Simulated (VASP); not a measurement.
Input of a VASP 6.6.1 run:

Contents of INCAR:

```
SYSTEM = AlNi
PREC = Accurate ; ENCUT = 600
EDIFF = 1E-6 ; ISMEAR = 0
SIGMA = 0.1 ; LREAL = .False.
LASPH = .True. ; NELM = 120
ALGO = Normal ; ISIF = 2
LWAVE = .False. ; LCHARG = .False.
GGA = PE ; NBANDS = 28
GGA_COMPAT = .False.
```

File KPOINTS:

```
Automatic mesh
0
Gamma
  9 9 10
  0 0 0
```

File POSCAR:

```
AlNi
1.0
    5.1709672494      0.0000000000      0.0000000000
   -2.5854836247      4.4781890001      0.0000000000
    0.0000000000      0.0000000000      3.9043723164
Al Ni
3 3
Direct
    0.5000000000      0.0000000000      0.0000000000
    0.5000000000      0.5000000000      0.0000000000
    0.0000000000      0.5000000000      0.0000000000
    0.0000000000      0.0000000000      0.0000000000
    0.3333333333      0.6666666667      0.5000000000
    0.6666666667      0.3333333333      0.5000000000
```

Potentials or basis: VASP PAW PBE potentials, release 64 (Al, Ni).

The run is started by

```bash
$ cat potpaw_PBE.64/Al/POTCAR potpaw_PBE.64/Ni/POTCAR > POTCAR
$ mpirun -np 1 vasp_std > vasp.out
```

(1) What does it give for the pressure?

(2) Estimate the band gap on the k mesh.

Answers

(1) 0.0 GPa.

(2) zero (an odd number of electrons rules out a gap without spin polarisation).
